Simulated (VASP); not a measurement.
# Ta (P6_3/mmc) in VASP: a series of runs

Runs on Ta. Level: LDA. Tasks: single point.

Program: VASP 6.6.1. These are calculated values, not measurements. Logs are shortened: lines on timing, memory, paths and dates and some standing lists are left out, and cuts for length are marked.

### 1 The cell of the first run

The structure is hexagonal, space group P6_3/mmc (No. 194). The conventional cell has a = 2.900 Å, b = 2.900 Å, c = 5.166 Å, α = 90.00°, β = 90.00°, γ = 120.00°. Ta (site symmetry -6m2) has 12 Ta at 2.90 to 3.08 Å within 3.8 Å.

### 2 Single point, LDA

Contents of INCAR:

```
  ALGO = Normal
  EDIFF = 1E-7
  ENCUT = 520
  GGA = CA
  ISIF = 2
  ISMEAR = -1
  LASPH = True
  LCHARG = True
  LELF = True
  LREAL = False
  LVHAR = True
  LWAVE = False
  NBANDS = 18
  NELM = 60
  PREC = Accurate
  SIGMA = 0.1
```

Contents of KPOINTS:

```
k-points
0
Gamma
  11 11 6
```

Contents of POSCAR:

```
Ta
1.0
    2.9003720000      0.0000000000      0.0000000000
   -1.4501860000      2.5117958324      0.0000000000
    0.0000000000      0.0000000000      5.1662740000
Ta
2
Direct
    0.6666670000      0.3333330000      0.7500000000
    0.3333330000      0.6666670000      0.2500000000
```

Potentials or basis: VASP PAW LDA potentials, release 64 (Ta_pv).

Launch:

```
$ cat potpaw_LDA.64/Ta_pv/POTCAR > POTCAR
$ mpirun -np 1 vasp_std > vasp.out
```

OUTCAR:

```text
EDIFF = 1E-7
   ENCUT = 520
   GGA = CA
   ISIF = 2
   ISMEAR = -1
   LASPH = True
   LREAL = False
   NELM = 60
   PREC = Accurate

 ion  position               nearest neighbor table
   1  0.667  0.333  0.750-   2 3.08   2 3.08   2 3.08   2 3.08   2 3.08   2 3.08
   2  0.333  0.667  0.250-   1 3.08   1 3.08   1 3.08   1 3.08   1 3.08   1 3.08

  LATTYP: Found a hexagonal cell.
 ALAT       =     2.9003720000
 C/A-ratio  =     1.7812453023

  Lattice vectors:

 A1 = (   2.9003720000,   0.0000000000,   0.0000000000)
 A2 = (  -1.4501860000,   2.5117958324,   0.0000000000)
 A3 = (   0.0000000000,   0.0000000000,   5.1662740000)

Analysis of symmetry for initial positions (statically):
=====================================================================
 Subroutine PRICEL returns:
 Original cell was already a primitive cell.

 Routine SETGRP: Setting up the symmetry group for a
 hexagonal supercell.

 Subroutine GETGRP returns: Found 24 space group operations
 (whereof 12 operations were pure point group operations)
 out of a pool of 24 trial point group operations.

The static configuration has the point symmetry D_3d.
 The point group associated with its full space group is D_6h.

Analysis of symmetry for dynamics (positions and initial velocities):
=====================================================================
 Subroutine PRICEL returns:
 Original cell was already a primitive cell.

 Routine SETGRP: Setting up the symmetry group for a
 hexagonal supercell.

 Subroutine GETGRP returns: Found 24 space group operations
 (whereof 12 operations were pure point group operations)
 out of a pool of 24 trial point group operations.

The dynamic configuration has the point symmetry D_3d.
 The point group associated with its full space group is D_6h.

 Subroutine INISYM returns: Found 24 space group operations
 (whereof 12 operations are pure point group operations),
 and found     1 'primitive' translations

----------------------------------------------------------------------------------------

                                     Primitive cell

  volume of cell :      37.6370

  direct lattice vectors                    reciprocal lattice vectors
     2.900372000  0.000000000  0.000000000     0.344783359  0.199060765  0.000000000
    -1.450186000  2.511795832  0.000000000     0.000000000  0.398121530  0.000000000
     0.000000000  0.000000000  5.166274000     0.000000000  0.000000000  0.193563098

  length of vectors
     2.900372000  2.900372000  5.166274000     0.398121530  0.398121530  0.193563098

  position of ions in fractional coordinates (direct lattice)
     0.666667000  0.333333000  0.750000000
     0.333333000  0.666667000  0.250000000

  ion indices of the primitive-cell ions
   primitive index   ion index
                 1           1
                 2           2

----------------------------------------------------------------------------------------

 KPOINTS: k-points

Automatic generation of k-mesh.
 Grid dimensions read from file:
 generate k-points for:   11   11    6

 Generating k-lattice:

  Cartesian coordinates                     Fractional coordinates (reciprocal lattice)
     0.031343942  0.018096433  0.000000000     0.090909091  0.000000000  0.000000000
     0.000000000  0.036192866  0.000000000     0.000000000  0.090909091  0.000000000
     0.000000000  0.000000000  0.032260516     0.000000000  0.000000000  0.166666667

  Length of vectors
     0.036192866  0.036192866  0.032260516

  Shift w.r.t. Gamma in fractional coordinates (k-lattice)
     0.000000000  0.000000000  0.000000000

 Subroutine IBZKPT returns following result:
 ===========================================

 Found     64 irreducible k-points:

 Following reciprocal coordinates:
            Coordinates               Weight
  0.000000  0.000000  0.000000      1.000000
  0.090909 -0.000000  0.000000      6.000000
  0.181818 -0.000000  0.000000      6.000000
  0.272727 -0.000000  0.000000      6.000000
  0.363636 -0.000000  0.000000      6.000000
  0.454545 -0.000000  0.000000      6.000000
[... 16 lines left out ...]
  0.090909  0.090909  0.166667     12.000000
  0.181818  0.090909  0.166667     24.000000
 [... further k-points ...]
   k-points           NKPTS =     64   k-points in BZ     NKDIM =     64   number of bands    NBANDS=     18
   number of dos      NEDOS =    301   number of ions     NIONS =      2
   total plane-waves  NPLWV =  23040
   dimension x,y,z NGX =    24 NGY =   24 NGZ =   40
   dimension x,y,z NGXF=    48 NGYF=   48 NGZF=   80
   ions per type =               2
   NGX,Y,Z   is equivalent  to a cutoff of  13.76, 13.76, 12.87 a.u.
   NGXF,Y,Z  is equivalent  to a cutoff of  27.51, 27.51, 25.74 a.u.
 SYSTEM =  unknown system
   PREC   = accura    normal or accurate (medium, high low for compatibility)
   ISTART =      0    job   : 0-new  1-cont  2-samecut
   ICHARG =      2    charge: 1-file 2-atom 10-const
   ISPIN  =      1    spin polarized calculation?
   LNONCOLLINEAR =      F non collinear calculations
   LSORBIT =      F    spin-orbit coupling
   LASPH  =      T    aspherical Exc in radial PAW
   ENCUT  =  520.0 eV  38.22 Ry    6.18 a.u.   5.39  5.39  9.61*2*pi/ulx,y,z
   NELM   =     60;   NELMIN=  2; NELMDL= -5     # of ELM steps
   EDIFF  = 0.1E-06   stopping-criterion for ELM
   LREAL  =      F    real-space projection
   EDIFFG = 0.1E-05   stopping-criterion for IOM
   NSW    =      0    number of steps for IOM
   IBRION =     -1    ionic relax: 0-MD 1-quasi-New 2-CG
   NFREE  =      0    steps in history (QN), initial steepest desc. (CG)
   ISIF   =      2    stress and relaxation
   ISYM   =      2    0-nonsym 1-usesym 2-fastsym
   POTIM  = 0.5000    time-step for ionic-motion
   TEBEG  =    0.0;   TEEND  =   0.0 temperature during run
   PSTRESS=    0.0 pullay stress
   NELECT =      22.0000    total number of electrons
   NUPDOWN=      -1.0000    fix difference up-down
   EMIN   =  10.00;   EMAX   =-10.00  energy-range for DOS
   EFERMI =   0.00;   METHOD = LEGACY
   ISMEAR =    -1;   SIGMA  =   0.10  broadening in eV -4-tet -1-fermi 0-gaus
   EFERMI_NEDOS =   21; number of points for ismear=-14 and -15
   IALGO  =     38    algorithm
   IMIX   =      4    mixing-type and parameters
     AMIX     =   0.40;   BMIX     =  1.00
     AMIX_MAG =   1.60;   BMIX_MAG =  1.00
  volume/ion in A,a.u.               =      18.82       126.99
  Fermi-wavevector in a.u.,A,eV,Ry     =   1.368812  2.586680 25.492517  1.873647
  Thomas-Fermi vector in A             =   2.494743
   LORBIT       =      0    0 simple, 1 ext, 2 COOP (PROOUT), +10 PAW based schemes
   GGA     = CA    functional components
   LHFCALC =     F    Hartree Fock is set to
   AEXX    =    0.0000 exact exchange contribution
   IVDW    =     0    specifies the selected vdW correction
   LEPSILON=     F    determine dielectric tensor
   LRPA    =     F    only Hartree local field effects (RPA)
 non-spin polarized calculation
  energy-cutoff  :      520.00
  volume of cell :       37.64
 maximum number of plane-waves:      1045
 NGX is ok and might be reduce to    24
   NGX = 11   NGY = 11   NGZ = 19

 number of electron      22.0000003 magnetization

 Free energy of the ion-electron system (eV)
  ---------------------------------------------------
  ext. energy  EPLUGINS =         0.00000000
  ---------------------------------------------------
  free energy    TOTEN  =       -25.01427826 eV

  energy without entropy =      -24.93517265  energy(sigma->0) =      -24.97472546

 E-fermi :   5.4386     XC(G=0): -12.5627

 val. band max:        5.4211297943   @ k =   0.2727   0.2727   0.0000
 cond. band min:       5.4524819872   @ k =   0.0909   0.0909   0.1667
 fundamental gap:      0.0313521929
 Fermi energy:         5.4385838276

 k-point     1 :       0.0000    0.0000    0.0000
  band No.  band energies     occupation
      1     -28.9442      2.00000
      2     -28.1186      2.00000
      3     -28.0001      2.00000
      4     -28.0001      2.00000
      5     -27.9167      2.00000
      6     -27.9167      2.00000
[... 10 lines left out ...]
     17      10.4954      0.00000
     18      10.4954      0.00000

 k-point     2 :       0.0909   -0.0000    0.0000
  band No.  band energies     occupation
      1     -28.9177      2.00000
      2     -28.1217      2.00000
      3     -28.0860      2.00000
      4     -28.0234      2.00000
      5     -28.0045      2.00000
      6     -27.9325      2.00000
[... 10 lines left out ...]
     17      10.6162      0.00000
     18      11.1581      0.00000

 k-point     3 :       0.1818   -0.0000    0.0000
  band No.  band energies     occupation
      1     -28.8432      2.00000
      2     -28.3138      2.00000
      3     -28.2322      2.00000
      4     -28.1330      2.00000
      5     -28.0841      2.00000
      6     -27.9761      2.00000
[... 10 lines left out ...]
     17      10.8033      0.00000
     18      12.4929      0.00000

 k-point     4 :       0.2727   -0.0000    0.0000
  band No.  band energies     occupation
      1     -28.7353      2.00000
      2     -28.6057      2.00000
      3     -28.5154      2.00000
      4     -28.1609      2.00000
      5     -28.1574      2.00000
      6     -28.0343      2.00000
[... 10 lines left out ...]
     17      10.8974      0.00000
     18      13.3652      0.00000

 k-point     5 :       0.3636   -0.0000    0.0000
  band No.  band energies     occupation
      1     -28.8668      2.00000
      2     -28.7635      2.00000
      3     -28.6175      2.00000
      4     -28.2294      2.00000
      5     -28.1979      2.00000
      6     -28.0882      2.00000
[... 10 lines left out ...]
     17      10.9066      0.00000
     18      13.1496      0.00000

 k-point     6 :       0.4545   -0.0000    0.0000
  band No.  band energies     occupation
      1     -29.0184      2.00000
      2     -28.9063      2.00000
      3     -28.5275      2.00000
      4     -28.2694      2.00000
      5     -28.2416      2.00000
      6     -28.1203      2.00000
[... 10 lines left out ...]
     17      11.8627      0.00000
     18      13.2477      0.00000

 k-point     7 :       0.0909    0.0909    0.0000
  band No.  band energies     occupation
      1     -28.8672      2.00000
      2     -28.2284      2.00000
      3     -28.1766      2.00000
      4     -28.1289      2.00000
      5     -28.0541      2.00000
      6     -27.9735      2.00000
[... 10 lines left out ...]
     17      10.6409      0.00000
     18      12.1931      0.00000

 k-point     8 :       0.1818    0.0909    0.0000
  band No.  band energies     occupation
      1     -28.7757      2.00000
      2     -28.4717      2.00000
      3     -28.4175      2.00000
      4     -28.1470      2.00000
      5     -28.1383      2.00000
      6     -28.0399      2.00000
[... 10 lines left out ...]
     17      10.6411      0.00000
     18      13.5828      0.00000
[... 229 lines left out ...]
     17      10.6561      0.00000
     18      11.7146      0.00000

 k-point    20 :       0.2727   -0.0000    0.1667
  band No.  band energies     occupation
      1     -28.7390      2.00000
      2     -28.5736      2.00000
      3     -28.5241      2.00000
      4     -28.1783      2.00000
      5     -28.1526      2.00000
      6     -28.0428      2.00000
[... 10 lines left out ...]
     17      10.7103      0.00000
     18      12.3168      0.00000

 k-point    21 :       0.3636   -0.0000    0.1667
  band No.  band energies     occupation
      1     -28.8857      2.00000
      2     -28.7890      2.00000
      3     -28.5596      2.00000
      4     -28.2201      2.00000
      5     -28.2102      2.00000
      6     -28.0978      2.00000
[... 10 lines left out ...]
     17      10.9698      0.00000
     18      12.5357      0.00000

 k-point    22 :       0.4545   -0.0000    0.1667
  band No.  band energies     occupation
      1     -29.0287      2.00000
      2     -28.9287      2.00000
      3     -28.4891      2.00000
      4     -28.2595      2.00000
      5     -28.2450      2.00000
      6     -28.1305      2.00000
[... 10 lines left out ...]
     17      11.8954      0.00000
     18      12.5458      0.00000

 k-point    23 :       0.0909    0.0909    0.1667
  band No.  band energies     occupation
      1     -28.8243      2.00000
      2     -28.2310      2.00000
      3     -28.2194      2.00000
      4     -28.1309      2.00000
      5     -28.0476      2.00000
      6     -27.9800      2.00000
[... 10 lines left out ...]
     17      10.5238      0.00000
     18      11.5799      0.00000

 k-point    24 :       0.1818    0.0909    0.1667
  band No.  band energies     occupation
      1     -28.7525      2.00000
      2     -28.4610      2.00000
      3     -28.4288      2.00000
      4     -28.1790      2.00000
      5     -28.1242      2.00000
      6     -28.0468      2.00000
[... 10 lines left out ...]
     17      10.4770      0.00000
     18      12.3304      0.00000

 [... further k-points ...]
[... 5 lines left out ...]
  --------------------------------------------------------------------------------------
  -------------------------------------------------------------------------------------
  Total       -2.7065369     -2.7065369     -2.3174609      0.0000000      0.0000000     -0.0000000
  in kB     -115.2150079   -115.2150079    -98.6523695      0.0000000      0.0000000     -0.0000000
  external PRESSURE =    -109.6941284 kB  Pullay stress =       0.0000000 kB

 VOLUME and BASIS-vectors are now :
 -----------------------------------------------------------------------------
  energy-cutoff  :      520.00
  volume of cell :       37.64
      direct lattice vectors                 reciprocal lattice vectors
     2.900372000  0.000000000  0.000000000     0.344783359  0.199060765  0.000000000
    -1.450186000  2.511795832  0.000000000     0.000000000  0.398121530  0.000000000
     0.000000000  0.000000000  5.166274000     0.000000000  0.000000000  0.193563098

 POSITION                                       TOTAL-FORCE (eV/Angst)
 -----------------------------------------------------------------------------------
      1.45019      0.83726      3.87471         0.000000     -0.000000      0.000000
     -0.00000      1.67453      1.29157        -0.000000      0.000000      0.000000
 -----------------------------------------------------------------------------------
    total drift:                                0.000047     -0.000027      0.000063

  FREE ENERGIE OF THE ION-ELECTRON SYSTEM (eV)
  ---------------------------------------------------
  free  energy   TOTEN  =       -25.0142782615 eV

  energy  without entropy=      -24.9351726506  energy(sigma->0) =      -24.97472546
```

Run time: 23 s. Hardware: 1 thread of Intel Xeon 6975P-C, shared host; peak memory 0.16 GiB.

What came out:

- Free energy: -25.0143 eV
- Pressure: -11.0 GPa
- Band gap on the k mesh: zero (band 11 reaches 6.93 eV, above the bottom of band 12 at 4.70 eV)

Caveat: spin-orbit coupling is left out, which moves the levels of the heavy elements.

### 3 Single point, LDA

Contents of INCAR:

```
PREC = Accurate
ENCUT = 520
EDIFF = 1E-7
ISMEAR = -1
SIGMA = 0.1
LREAL = False
LASPH = True
NELM = 60
ALGO = Normal
ISIF = 2
LWAVE = False
LCHARG = False
NBANDS = 18
```

Contents of KPOINTS:

```
Automatic mesh
0
Gamma
  11 11 6
```

POSCAR is that of step 2.

Potentials or basis: VASP PAW LDA potentials, release 64 (Ta_pv).

Launch:

```
$ cat potpaw_LDA.64/Ta_pv/POTCAR > POTCAR
$ mpirun -np 1 vasp_std > vasp.out
```

OUTCAR:

```text
PREC = Accurate
   ENCUT = 520
   EDIFF = 1E-7
   ISMEAR = -1
   LREAL = False
   LASPH = True
   NELM = 60
   ISIF = 2

 ion  position               nearest neighbor table
   1  0.667  0.333  0.750-   2 3.08   2 3.08   2 3.08   2 3.08   2 3.08   2 3.08
   2  0.333  0.667  0.250-   1 3.08   1 3.08   1 3.08   1 3.08   1 3.08   1 3.08

  LATTYP: Found a hexagonal cell.
 ALAT       =     2.9003720000
 C/A-ratio  =     1.7812453023

  Lattice vectors:

 A1 = (   2.9003720000,   0.0000000000,   0.0000000000)
 A2 = (  -1.4501860000,   2.5117958324,   0.0000000000)
[... 191 lines left out ...]
      5     -27.9167      2.00000
      6     -27.9167      2.00000
[... 481 lines left out ...]
      5     -28.1242      2.00000
      6     -28.0468      2.00000
[... 10 lines left out ...]
     17      10.4770      0.00000
     18      12.3304      0.00000

 [... further k-points ...]
[... 5 lines left out ...]
  --------------------------------------------------------------------------------------
  -------------------------------------------------------------------------------------
  Total       -2.7065369     -2.7065369     -2.3174609      0.0000000      0.0000000     -0.0000000
  in kB     -115.2150079   -115.2150079    -98.6523695      0.0000000      0.0000000     -0.0000000
  external PRESSURE =    -109.6941284 kB  Pullay stress =       0.0000000 kB

 VOLUME and BASIS-vectors are now :
 -----------------------------------------------------------------------------
  energy-cutoff  :      520.00
  volume of cell :       37.64
      direct lattice vectors                 reciprocal lattice vectors
     2.900372000  0.000000000  0.000000000     0.344783359  0.199060765  0.000000000
    -1.450186000  2.511795832  0.000000000     0.000000000  0.398121530  0.000000000
     0.000000000  0.000000000  5.166274000     0.000000000  0.000000000  0.193563098

 POSITION                                       TOTAL-FORCE (eV/Angst)
 -----------------------------------------------------------------------------------
      1.45019      0.83726      3.87471         0.000000     -0.000000      0.000000
     -0.00000      1.67453      1.29157        -0.000000      0.000000      0.000000
 -----------------------------------------------------------------------------------
    total drift:                                0.000047     -0.000027      0.000063

  FREE ENERGIE OF THE ION-ELECTRON SYSTEM (eV)
  ---------------------------------------------------
  free  energy   TOTEN  =       -25.0142782615 eV

  energy  without entropy=      -24.9351726506  energy(sigma->0) =      -24.97472546
```

Run time: 24 s. Hardware: 1 thread of Intel Xeon 6975P-C, shared host; peak memory 0.16 GiB.

What came out:

```
Free energy            : -25.0143 eV
Pressure               : -11.0 GPa
Band gap on the k mesh : zero (band 11 reaches 6.93 eV, above the bottom of band 12 at 4.70 eV)
```

Stress tensor (GPa, compression positive):
```
-11.52   0.00   0.00
  0.00 -11.52   0.00
  0.00   0.00  -9.87
```

Caveat: spin-orbit coupling is left out, which moves the levels of the heavy elements.
